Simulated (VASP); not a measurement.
Write the native input for VASP 6.6.1 that does the following.

* Task: single point
* Functional: PBE
* Potentials or basis: VASP PAW PBE potentials, release 64 (Be, B)
* Cutoff: 520 eV
* k mesh: 12 × 12 × 2
* Occupations: gaussian, width 0.1 eV
* Spin: no spin polarisation
* Dipole correction: no
* Further INCAR settings: ALGO = Normal; EDIFF = 1e-07; NBANDS = 16

The structure of BeB lies in POSCAR:

```
BeB
1.0
    2.3871950800      0.0000000000      0.0000000000
   -1.1935975400      2.0673715800      0.0000000000
    0.0000000000      0.0000000000      9.4534336700
Be B
3 3
Direct
    0.0000000000      0.0000000000      0.6666666700
    0.0000000000      0.0000000000      0.0000000000
    0.0000000000      0.0000000000      0.3333333300
    0.3333333300      0.6666666700      0.8333333300
    0.3333333300      0.6666666700      0.1666666700
    0.6666666700      0.3333333300      0.5000000000
```

These files were run (other wordings do the same):

INCAR

```
PREC = Accurate
ENCUT = 520
EDIFF = 1E-7
ISMEAR = 0
SIGMA = 0.1
LREAL = False
LASPH = True
NELM = 80
ALGO = Normal
ISIF = 2
LWAVE = False
LCHARG = True
GGA = PE
LELF = True
LVHAR = True
NBANDS = 16
```

KPOINTS

```
regular mesh
0
Gamma
  12 12 2
```

Potentials or basis: VASP PAW PBE potentials, release 64 (Be, B).

Run with:

```bash
$ cat potpaw_PBE.64/Be/POTCAR potpaw_PBE.64/B/POTCAR > POTCAR
$ mpirun -np 1 vasp_std > vasp.out
```

It gave:

```json
{
 "Pressure": "-10.9 GPa",
 "Largest force": "0.187 eV/Å"
}
```

Wall time 25 s on 1 thread of Intel(R) Xeon(R) Platinum 8259CL CPU @ 2.50GHz (Skylake/Cascade Lake), on a shared host, peak memory 0.16 GiB.
